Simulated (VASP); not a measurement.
# TePb (Fm-3m) in VASP: elastic constants with LDA

Aim: the elastic constants of TePb with LDA.

Everything below comes from runs of VASP 6.6.1. Logs are shortened: lines on timing, memory, paths and dates and some standing lists are left out, and cuts for length are marked.

### Step 1. The cell of the first run

Symmetry: Fm-3m, No. 225, cubic system. Conventional cell: a = 6.380 Å, b = 6.380 Å, c = 6.380 Å, α = 90.00°, β = 90.00°, γ = 90.00°. Te (site symmetry m-3m) has 6 Pb at 3.19 Å within 4.2 Å. Pb (site symmetry m-3m) has 6 Te at 3.19 Å within 4.2 Å.

### Step 2. Elastic constants, LDA

INCAR

```
PREC = Accurate ; ENCUT = 600
EDIFF = 1E-8 ; ISMEAR = 0
SIGMA = 0.01 ; LREAL = F
LASPH = T ; NELM = 80
ALGO = Normal ; ISIF = 3
LWAVE = F ; LCHARG = F
NBANDS = 17 ; IBRION = 6
NFREE = 2 ; POTIM = 0.015
NSW = 1
```

KPOINTS

```
Automatic mesh
0
Gamma
  10 10 10
```

POSCAR

```
TePb
1.0
    0.0000000000      3.1900229085      3.1900229085
    3.1900229085      0.0000000000      3.1900229085
    3.1900229085      3.1900229085      0.0000000000
Te Pb
1 1
Direct
    0.5000000000      0.5000000000      0.5000000000
    0.0000000000      0.0000000000      0.0000000000
```

Potentials or basis: VASP PAW LDA potentials, release 64 (Te, Pb_d).

Launch:

```bash
$ cat potpaw_LDA.64/Te/POTCAR potpaw_LDA.64/Pb_d/POTCAR > POTCAR
$ mpirun -np 1 vasp_std > vasp.out
```

OUTCAR:

```text
PREC = Accurate
   ENCUT = 600
   EDIFF = 1E-8
   ISMEAR = 0
   LREAL = F
   LASPH = T
   NELM = 80
   ISIF = 3
   IBRION = 6
   NFREE = 2
   POTIM = 0.015
   NSW = 1

 ion  position               nearest neighbor table
   1  0.500  0.500  0.500-   2 3.19   2 3.19   2 3.19   2 3.19   2 3.19   2 3.19
   2  0.000  0.000  0.000-   1 3.19   1 3.19   1 3.19   1 3.19   1 3.19   1 3.19

  LATTYP: Found a face centered cubic cell.
 ALAT       =     6.3800458170

  Lattice vectors:

 A1 = (   0.0000000000,   3.1900229085,   3.1900229085)
 A2 = (   3.1900229085,   0.0000000000,   3.1900229085)
 A3 = (   3.1900229085,   3.1900229085,   0.0000000000)

Analysis of symmetry for initial positions (statically):
=====================================================================
 Subroutine PRICEL returns:
 Original cell was already a primitive cell.

 Routine SETGRP: Setting up the symmetry group for a
 face centered cubic supercell.

 Subroutine GETGRP returns: Found 48 space group operations
 (whereof 48 operations were pure point group operations)
 out of a pool of 48 trial point group operations.

The static configuration has the point symmetry O_h .

Analysis of symmetry for dynamics (positions and initial velocities):
=====================================================================
 Subroutine PRICEL returns:
 Original cell was already a primitive cell.

 Routine SETGRP: Setting up the symmetry group for a
 face centered cubic supercell.

 Subroutine GETGRP returns: Found 48 space group operations
 (whereof 48 operations were pure point group operations)
 out of a pool of 48 trial point group operations.

The dynamic configuration has the point symmetry O_h .

 Subroutine INISYM returns: Found 48 space group operations
 (whereof 48 operations are pure point group operations),
 and found     1 'primitive' translations

----------------------------------------------------------------------------------------

                                     Primitive cell

  volume of cell :      64.9249

  direct lattice vectors                    reciprocal lattice vectors
     0.000000000  3.190022909  3.190022909    -0.156738686  0.156738686  0.156738686
     3.190022909  0.000000000  3.190022909     0.156738686 -0.156738686  0.156738686
     3.190022909  3.190022909  0.000000000     0.156738686  0.156738686 -0.156738686

  length of vectors
     4.511373661  4.511373661  4.511373661     0.271479368  0.271479368  0.271479368

  position of ions in fractional coordinates (direct lattice)
     0.500000000  0.500000000  0.500000000
     0.000000000  0.000000000  0.000000000

  ion indices of the primitive-cell ions
   primitive index   ion index
                 1           1
                 2           2

----------------------------------------------------------------------------------------

 KPOINTS: Automatic mesh

Automatic generation of k-mesh.
 Grid dimensions read from file:
 generate k-points for:   10   10   10

 Generating k-lattice:

  Cartesian coordinates                     Fractional coordinates (reciprocal lattice)
    -0.015673869  0.015673869  0.015673869     0.100000000  0.000000000  0.000000000
     0.015673869 -0.015673869  0.015673869     0.000000000  0.100000000  0.000000000
[... 103 lines left out ...]
  ext. energy  EPLUGINS =         0.00000000
  ---------------------------------------------------
  free energy    TOTEN  =        -8.77508718 eV

  energy without entropy =       -8.77508718  energy(sigma->0) =       -8.77508718

------------------------ aborting loop because EDIFF is reached ----------------------------------------

  FORCE on cell =-STRESS in cart. coord.  units (eV):
  Direction    XX          YY          ZZ          XY          YZ          ZX
  --------------------------------------------------------------------------------------
  -------------------------------------------------------------------------------------
  Total        0.0439341      0.0439341      0.0439341     -0.0000000      0.0000000     -0.0000000
  in kB        1.0841799      1.0841799      1.0841799     -0.0000000      0.0000000     -0.0000000
  external PRESSURE =       1.0841799 kB  Pullay stress =       0.0000000 kB
[... 89 lines left out ...]
  FREE ENERGIE OF THE ION-ELECTRON SYSTEM (eV)
  ---------------------------------------------------
  free  energy   TOTEN  =        -8.7676697177 eV

  energy  without entropy=       -8.7676697177  energy(sigma->0) =       -8.76766972

[... ionic steps 4 to 14 ...]

--------------------------------------- Ionic step       15  -------------------------------------------

 number of electron      19.9999999 magnetization

------------------------ aborting loop because EDIFF is reached ----------------------------------------
[... 67 lines left out ...]
--------------------------------------- Ionic step       17  -------------------------------------------

 number of electron      20.0000000 magnetization

 Free energy of the ion-electron system (eV)
  ---------------------------------------------------
  ext. energy  EPLUGINS =         0.00000000
  ---------------------------------------------------
  free energy    TOTEN  =        -8.77501324 eV

  energy without entropy =       -8.77501324  energy(sigma->0) =       -8.77501324

 E-fermi :   6.0372     XC(G=0):  -9.7431

 val. band max:        5.9312222751   @ k =   0.5000   0.0000   0.0000
 cond. band min:       6.4868986655   @ k =   0.5000   0.0000   0.0000
 fundamental gap:      0.5556763904
 Fermi energy:         6.0371883312

 k-point     1 :       0.0000    0.0000    0.0000
  band No.  band energies     occupation
      1     -10.8155      2.00000
      2     -10.8155      2.00000
      3     -10.7985      2.00000
      4     -10.7985      2.00000
      5     -10.7985      2.00000
      6      -6.4571      2.00000
[... 457 lines left out ...]
      4     -10.7753      2.00000
      5     -10.7741      2.00000
      6      -5.1082      2.00000
[... 9 lines left out ...]
     16      15.6004      0.00000
     17      16.0745      0.00000

 [... further k-points ...]

------------------------ aborting loop because EDIFF is reached ----------------------------------------

  FORCE on cell =-STRESS in cart. coord.  units (eV):
  Direction    XX          YY          ZZ          XY          YZ          ZX
  --------------------------------------------------------------------------------------
  -------------------------------------------------------------------------------------
  Total        0.0477515      0.0437891      0.0437891      0.0000000      0.0000000      0.0000000
  in kB        1.1783811      1.0806001      1.0806001      0.0000000      0.0000000      0.0000000
  external PRESSURE =       1.1131937 kB  Pullay stress =       0.0000000 kB
[... 17 lines left out ...]
  FREE ENERGIE OF THE ION-ELECTRON SYSTEM (eV)
  ---------------------------------------------------
  free  energy   TOTEN  =        -8.7750132414 eV

  energy  without entropy=       -8.7750132414  energy(sigma->0) =       -8.77501324

 INTERNAL STRAIN TENSORS FROM STRAINED CELLS
 ============================================

 INTERNAL STRAIN TENSOR FOR ION    1 for displacements in x,y,z  (eV/Angst):
          X           Y           Z          XY          YZ          ZX
  --------------------------------------------------------------------------------
  x    -0.00000    -0.00000     0.00000     0.00000    -0.00000     0.00000
  y     0.00000     0.00000    -0.00000    -0.00000     0.00000     0.00000
  z    -0.00000     0.00000     0.00000     0.00000    -0.00000    -0.00000

 INTERNAL STRAIN TENSORS FROM DISPLACED ATOMS
 ============================================

 INTERNAL STRAIN TENSOR FOR ION    1 for displacements in x,y,z  (eV/Angst):
          X           Y           Z          XY          YZ          ZX
  --------------------------------------------------------------------------------
  x     0.00000     0.00000     0.00000     0.00000     0.00000     0.00000
  y     0.00000     0.00000     0.00000     0.00000     0.00000     0.00000
  z     0.00000     0.00000     0.00000     0.00000     0.00000     0.00000

 INTERNAL STRAIN TENSOR FOR ION    2 for displacements in x,y,z  (eV/Angst):
          X           Y           Z          XY          YZ          ZX
  --------------------------------------------------------------------------------
  x     0.00000     0.00000     0.00000     0.00000     0.00000     0.00000
  y     0.00000     0.00000     0.00000     0.00000     0.00000     0.00000
  z     0.00000     0.00000     0.00000     0.00000     0.00000     0.00000

 Eigenvectors and eigenvalues of the dynamical matrix
 ----------------------------------------------------

   1 f  =    1.428146 THz     8.973305 2PiTHz   47.637816 cm-1     5.906334 meV
             X         Y         Z           dx          dy          dz
      3.190023  3.190023  3.190023     0.000000    0.785935    0.000000
      0.000000  0.000000  0.000000     0.000000   -0.618310    0.000000
[... 21 lines left out ...]
   6 f/i=    0.001740 THz     0.010931 2PiTHz    0.058030 cm-1     0.007195 meV
             X         Y         Z           dx          dy          dz
      3.190023  3.190023  3.190023     0.000000    0.000000   -0.618310
      0.000000  0.000000  0.000000     0.000000    0.000000   -0.785935

--------------------------------------------------------------------------------------------------------

 ELASTIC MODULI CONTR FROM IONIC RELAXATION (kBar)
 Direction    XX          YY          ZZ          XY          YZ          ZX
 --------------------------------------------------------------------------------
 XX           0.0000      0.0000      0.0000      0.0000      0.0000      0.0000
 YY           0.0000      0.0000      0.0000      0.0000      0.0000      0.0000
 ZZ           0.0000      0.0000      0.0000      0.0000      0.0000      0.0000
 XY           0.0000      0.0000      0.0000      0.0000      0.0000      0.0000
 YZ           0.0000      0.0000      0.0000      0.0000      0.0000      0.0000
 ZX           0.0000      0.0000      0.0000      0.0000      0.0000      0.0000
 --------------------------------------------------------------------------------

 TOTAL ELASTIC MODULI (kBar)
 Direction    XX          YY          ZZ          XY          YZ          ZX
 --------------------------------------------------------------------------------
 XX        1394.4330     45.6496     45.6496     -0.0000      0.0000      0.0000
 YY          45.6496   1394.4330     45.6496     -0.0000      0.0000     -0.0000
 ZZ          45.6496     45.6496   1394.4330      0.0000     -0.0000     -0.0000
 XY          -0.0000     -0.0000      0.0000    159.0675     -0.0000      0.0000
 YZ           0.0000      0.0000     -0.0000     -0.0000    159.0675      0.0000
 ZX           0.0000     -0.0000     -0.0000      0.0000      0.0000    159.0675
 --------------------------------------------------------------------------------
```

Wall time 12 min (1 thread of Intel Xeon 6975P-C (Granite Rapids), shared host); peak memory 0.66 GiB.

What came out:

```yaml
Elastic_constants_C11_C12_C44: 139, 5, 16 GPa
Voigt_bulk_modulus: 50 GPa
Highest_phonon_frequency_at_Γ_LO-TO_splitting_left_out: 48 cm⁻¹
```

Phonon frequencies in cm⁻¹ (negative: imaginary):
```csv
q point,frequencies
"(0.000, 0.000, 0.000)",0 0 0 48 48 48
```

Elastic tensor in Voigt notation (GPa, in the Cartesian axes of the cell as first typed):
```
139   5   5   0   0   0
  5 139   5   0   0   0
  5   5 139   0   0   0
  0   0   0  16   0   0
  0   0   0   0  16   0
  0   0   0   0   0  16
```

Clamped-ion elastic tensor (GPa):
```
139   5   5   0   0   0
  5 139   5   0   0   0
  5   5 139   0   0   0
  0   0   0  16   0   0
  0   0   0   0  16   0
  0   0   0   0   0  16
```

Caveat: spin-orbit coupling is left out, which moves the levels of the heavy elements.
